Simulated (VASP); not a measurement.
# Mg3CdS2 (P-6m2) in VASP: relaxation of cell and atoms with PBE

Aim: the relaxation of cell and atoms of Mg3CdS2 with PBE.

Everything below comes from runs of VASP 6.6.1. Logs are shortened: lines on timing, memory, paths and dates and some standing lists are left out, and cuts for length are marked.

**1. The cell of the first run**

The structure is hexagonal, space group P-6m2 (No. 187). Conventional cell: a = 4.492 Å, b = 4.492 Å, c = 6.834 Å, α = 90.00°, β = 90.00°, γ = 120.00°. Within 2.5 Å of Mg (site symmetry mm2) lie 2 S at 1.86 Å and 4 Mg at 2.02 to 2.47 Å. Cd (site symmetry -6m2) has 2 S at 2.23 Å within 2.9 Å. Within 2.5 Å of S (site symmetry 3m) lie 3 Mg at 1.86 Å and 1 Cd at 2.23 Å and 1 S at 2.38 Å.

The cell was generated, and may not be a known phase.

**2. Relaxation of cell and atoms, PBE**

The input, INCAR:

```
SYSTEM = Mg3CdS2
  PREC = Accurate
  ENCUT = 840
  EDIFF = 1E-7
  ISMEAR = 0
  SIGMA = 0.1
  LREAL = .False.
  LASPH = .True.
  NELM = 120
  ALGO = Normal
  ISIF = 3
  LWAVE = .False.
  LCHARG = .False.
  GGA = PE
  IBRION = 2
  NSW = 90
  EDIFFG = -0.04
  GGA_COMPAT = .False.
  NELMIN = 4
```

The input, KPOINTS:

```
regular mesh
0
Gamma
  6 6 4
  0 0 0
```

The input, POSCAR:

```
Mg3CdS2
1.0
    4.4915326500      0.0000000000      0.0000000000
   -2.2457663300      3.8897813800      0.0000000000
    0.0000000000      0.0000000000      6.8343969400
Mg Cd S
3 1 2
Direct
    0.8166432900      0.1833567100      0.5000000000
    0.8166432900      0.6332865800      0.5000000000
    0.3667134200      0.1833567100      0.5000000000
    0.0000000000      0.0000000000      0.0000000000
    0.0000000000      0.0000000000      0.6742776000
    0.0000000000      0.0000000000      0.3257224000
```

Potentials or basis: VASP PAW PBE potentials, release 64 (Mg_sv, Cd_sv_GW, S).

The run is started by

```bash
$ cat potpaw_PBE.64/Mg_sv/POTCAR potpaw_PBE.64/Cd_sv_GW/POTCAR potpaw_PBE.64/S/POTCAR > POTCAR
$ mpirun -np 1 vasp_std > vasp.out
```

OUTCAR:

```text
SYSTEM = Mg3CdS2
   PREC = Accurate
   ENCUT = 840
   EDIFF = 1E-7
   ISMEAR = 0
   LREAL = .False.
   LASPH = .True.
   NELM = 120
   ISIF = 3
   GGA = PE
   IBRION = 2
   NSW = 90
   EDIFFG = -0.04
   NELMIN = 4

 ion  position               nearest neighbor table
   1  0.817  0.183  0.500-   5 1.86   6 1.86   3 2.02   2 2.02
   2  0.817  0.633  0.500-   5 1.86   6 1.86   3 2.02   1 2.02
   3  0.367  0.183  0.500-   5 1.86   6 1.86   1 2.02   2 2.02
   4  0.000  0.000  0.000-   5 2.23   6 2.23
   5  0.000  0.000  0.674-   3 1.86   1 1.86   2 1.86   4 2.23   6 2.38
   6  0.000  0.000  0.326-   3 1.86   1 1.86   2 1.86   4 2.23   5 2.38

  LATTYP: Found a hexagonal cell.
 ALAT       =     4.4915326500
 C/A-ratio  =     1.5216180027

  Lattice vectors:

 A1 = (   4.4915326500,   0.0000000000,   0.0000000000)
 A2 = (  -2.2457663300,   3.8897813800,   0.0000000000)
 A3 = (   0.0000000000,   0.0000000000,   6.8343969400)

Analysis of symmetry for initial positions (statically):
=====================================================================
 Subroutine PRICEL returns:
 Original cell was already a primitive cell.

 Routine SETGRP: Setting up the symmetry group for a
 hexagonal supercell.

 Subroutine GETGRP returns: Found 12 space group operations
 (whereof 12 operations were pure point group operations)
 out of a pool of 24 trial point group operations.

The static configuration has the point symmetry D_3h.

Analysis of symmetry for dynamics (positions and initial velocities):
=====================================================================
 Subroutine PRICEL returns:
 Original cell was already a primitive cell.

 Routine SETGRP: Setting up the symmetry group for a
 hexagonal supercell.

 Subroutine GETGRP returns: Found 12 space group operations
 (whereof 12 operations were pure point group operations)
 out of a pool of 24 trial point group operations.

The dynamic configuration has the point symmetry D_3h.

 Subroutine INISYM returns: Found 12 space group operations
 (whereof 12 operations are pure point group operations),
 and found     1 'primitive' translations

----------------------------------------------------------------------------------------

                                     Primitive cell

  volume of cell :     119.4043

  direct lattice vectors                    reciprocal lattice vectors
     4.491532650  0.000000000  0.000000000     0.222641151  0.128541929  0.000000000
    -2.245766330  3.889781380  0.000000000     0.000000000  0.257083857  0.000000000
     0.000000000  0.000000000  6.834396940     0.000000000  0.000000000  0.146318689
[... 105 lines left out ...]
   IALGO  =     38    algorithm
   IMIX   =      4    mixing-type and parameters
     AMIX     =   0.40;   BMIX     =  1.00
     AMIX_MAG =   1.60;   BMIX_MAG =  1.00
  volume/ion in A,a.u.               =      19.90       134.30
  Fermi-wavevector in a.u.,A,eV,Ry     =   1.315827  2.486552 23.557131  1.731400
  Thomas-Fermi vector in A             =   2.445982
   LORBIT       =      0    0 simple, 1 ext, 2 COOP (PROOUT), +10 PAW based schemes
   GGA     = PE    functional components
   LHFCALC =     F    Hartree Fock is set to
   AEXX    =    0.0000 exact exchange contribution
   IVDW    =     0    specifies the selected vdW correction
   LEPSILON=     F    determine dielectric tensor
   LRPA    =     F    only Hartree local field effects (RPA)
 conjugate gradient relaxation of ions
 non-spin polarized calculation
 Gauss-broadening in eV      SIGMA  =   0.10
  energy-cutoff  :      840.00
  volume of cell :      119.40
 maximum number of plane-waves:      6681
   NGX = 21   NGY = 21   NGZ = 33

--------------------------------------- Ionic step        1  -------------------------------------------

 number of electron      62.0000020 magnetization

 Free energy of the ion-electron system (eV)
  ---------------------------------------------------
  ext. energy  EPLUGINS =         0.00000000
  ---------------------------------------------------
  free energy    TOTEN  =         8.05667584 eV

  energy without entropy =        8.07377260  energy(sigma->0) =        8.06522422

------------------------ aborting loop because EDIFF is reached ----------------------------------------

  FORCE on cell =-STRESS in cart. coord.  units (eV):
  Direction    XX          YY          ZZ          XY          YZ          ZX
  --------------------------------------------------------------------------------------
  -------------------------------------------------------------------------------------
  Total       59.1544037     59.1544038     67.3333763     -0.0000001      0.0000000      0.0000000
  in kB      793.7389831    793.7389844    903.4851559     -0.0000010      0.0000000      0.0000000
  external PRESSURE =     830.3210411 kB  Pullay stress =       0.0000000 kB
[... 101 lines left out ...]
  FREE ENERGIE OF THE ION-ELECTRON SYSTEM (eV)
  ---------------------------------------------------
  free  energy   TOTEN  =        -5.4949518866 eV

  energy  without entropy=       -5.4855515887  energy(sigma->0) =       -5.49025174

 E-fermi :  -0.3885     XC(G=0):  -5.9473

 val. band max:       -0.3951677000   @ k =   0.1667   0.0000   0.2500
 cond. band min:      -0.3376788589   @ k =   0.0000   0.0000   0.0000
 fundamental gap:      0.0574888411
 Fermi energy:        -0.3884534215

 k-point     1 :       0.0000    0.0000    0.0000
  band No.  band energies     occupation
      1    -103.2937      2.00000
      2     -77.0553      2.00000
      3     -77.0446      2.00000
      4     -77.0446      2.00000
      5     -64.3577      2.00000
      6     -64.3577      2.00000
[... 829 lines left out ...]
     36       2.5949      0.00000
     37       2.6718      0.00000

[... ionic steps 4 to 18 ...]

--------------------------------------- Ionic step       19  -------------------------------------------

 number of electron      61.9999980 magnetization

------------------------ aborting loop because EDIFF is reached ----------------------------------------
[... 75 lines left out ...]
--------------------------------------- Ionic step       21  -------------------------------------------

 number of electron      61.9999987 magnetization

 Free energy of the ion-electron system (eV)
  ---------------------------------------------------
  ext. energy  EPLUGINS =         0.00000000
  ---------------------------------------------------
  free energy    TOTEN  =       -14.21221762 eV

  energy without entropy =      -14.18703791  energy(sigma->0) =      -14.19962777

 E-fermi :   0.3364     XC(G=0):  -5.9986

 val. band max:        0.3354950013   @ k =   0.3333   0.1667   0.0000
 cond. band min:       0.3656894099   @ k =   0.0000   0.0000   0.5000
 fundamental gap:      0.0301944086
 Fermi energy:         0.3363901208

 k-point     1 :       0.0000    0.0000    0.0000
  band No.  band energies     occupation
      1    -102.3929      2.00000
      2     -76.1695      2.00000
      3     -76.1664      2.00000
      4     -76.1664      2.00000
      5     -63.4794      2.00000
      6     -63.4794      2.00000
[... 862 lines left out ...]
  FREE ENERGIE OF THE ION-ELECTRON SYSTEM (eV)
  ---------------------------------------------------
  free  energy   TOTEN  =       -14.2122176205 eV

  energy  without entropy=      -14.1870379120  energy(sigma->0) =      -14.19962777

 reached required accuracy - stopping structural energy minimisation
```

CONTCAR:

```text
Mg3CdS2
   1.00000000000000
     5.8820064963687182   -0.0000000020237389   -0.0000000000000000
    -2.9410032564848532    5.0939670584714980    0.0000000000000000
    -0.0000000000000000   -0.0000000000000000    8.8631929985662818
  Mg              Cd              S
     3     1     2
Direct
     0.8304388676216714    0.1695611323741620    0.5000000000000000
     0.8304388676218678    0.6608777352477058    0.5000000000000000
     0.3391222647564680    0.1695611323781321    0.5000000000000000
     0.0000000000000000    0.0000000000000000    1.0000000000000000
     0.0000000000000000    0.0000000000000000    0.6976097137749506
     0.0000000000000000    0.0000000000000000    0.3023902862250492

  0.00000000E+00  0.00000000E+00  0.00000000E+00
  0.00000000E+00  0.00000000E+00  0.00000000E+00
  0.00000000E+00  0.00000000E+00  0.00000000E+00
  0.00000000E+00  0.00000000E+00  0.00000000E+00
  0.00000000E+00  0.00000000E+00  0.00000000E+00
  0.00000000E+00  0.00000000E+00  0.00000000E+00
```

Wall time 66 min (1 thread of Intel Xeon Platinum 8488C (Sapphire Rapids), shared host); peak memory 0.51 GiB.

What came out:

* Free energy: -14.2122 eV
* Relaxed volume: 44.26 Å³/atom
* Relaxed cell: a = 5.882 Å, b = 5.882 Å, c = 8.863 Å, α = 90.00°, β = 90.00°, γ = 120.00°
* Space group after relaxing (to 0.1 Å): P-6m2 (No. 187)
* Energy gained by relaxing: 3711.5 meV/atom
* Ionic steps: 21
* Pressure after relaxing: 0.0 GPa
* Largest force after relaxing: 0.008 eV/Å
* Band gap on the k mesh: zero (bands 31 and 32 overlap by 0.20 eV)

Forces in eV/Å, atoms in the order of the input:
```
Mg   0.007 -0.004  0.000
Mg   0.000  0.008  0.000
Mg  -0.007 -0.004  0.000
Cd   0.000  0.000  0.000
S    0.000  0.000 -0.005
S    0.000  0.000  0.005
```

Step by step:
```tsv
step	energy change (eV)	largest force (eV/Å)	pressure (GPa)	volume (Å³)
1	0.0000	20.1279	83.03	119.40
2	-4.9486	11.0123	-5.68	400.76
3	-13.5516	11.2376	14.43	212.78
4	-11.9140	0.8805	-17.53	413.52
5	-19.8577	1.7897	-4.79	297.24
6	-20.0045	2.2298	-3.37	285.65
7	-20.0182	2.5031	-2.56	279.40
8	-21.1332	3.1996	0.99	251.94
9	-21.1735	3.6114	2.37	243.70
10	-21.8212	1.3600	2.23	241.68
11	-21.8491	1.1337	2.60	241.09
12	-22.1203	0.8503	0.25	255.82
13	-22.1337	0.8800	-0.35	260.14
14	-22.1861	0.6899	-0.18	259.85
15	-22.2528	0.0327	0.54	258.97
16	-22.2531	0.0478	0.48	259.02
17	-22.2639	0.1202	-0.02	264.04
18	-22.2641	0.1327	-0.10	264.79
19	-22.2675	0.0488	-0.04	265.11
20	-22.2684	0.0322	0.01	265.36
21	-22.2689	0.0080	-0.04	265.57
```

Final structure:
```
Mg Cd S
1.0
     5.88201    0.00000    0.00000
    -2.94100    5.09397    0.00000
     0.00000    0.00000    8.86319
Mg Cd S
3 1 2
Direct
  0.83044 0.16956 0.50000
  0.83044 0.66088 0.50000
  0.33912 0.16956 0.50000
  0.00000 0.00000 0.00000
  0.00000 0.00000 0.69761
  0.00000 0.00000 0.30239
```

Levels at points of the mesh, in eV from the Fermi level:
```
           k point  band 27  band 28  band 29  band 30  band 31  band 32  band 33  band 34  band 35  band 36
(0.00, 0.00, 0.00)    -3.39    -3.22    -3.05    -3.05    -0.88     0.94     0.94     1.20     2.27     2.61
(0.50, 0.00, 0.00)    -3.37    -3.30    -3.10    -2.15    -0.93    -0.07     1.37     1.62     2.23     2.90
(0.00, 0.00, 0.50)    -3.79    -3.15    -3.15    -3.03     0.03     0.94     0.94     1.48     2.08     3.49
(0.50, 0.00, 0.50)    -3.93    -3.41    -3.20    -2.06    -0.18     0.47     1.52     1.77     2.27     2.81
```

Caveat: the volume moved by over 15 % at a fixed basis, so the end points are rough; semilocal functionals underestimate gaps, and a narrow one can read as zero.

The gap in the log of VASP goes by the Fermi energy; the results here count the filled bands.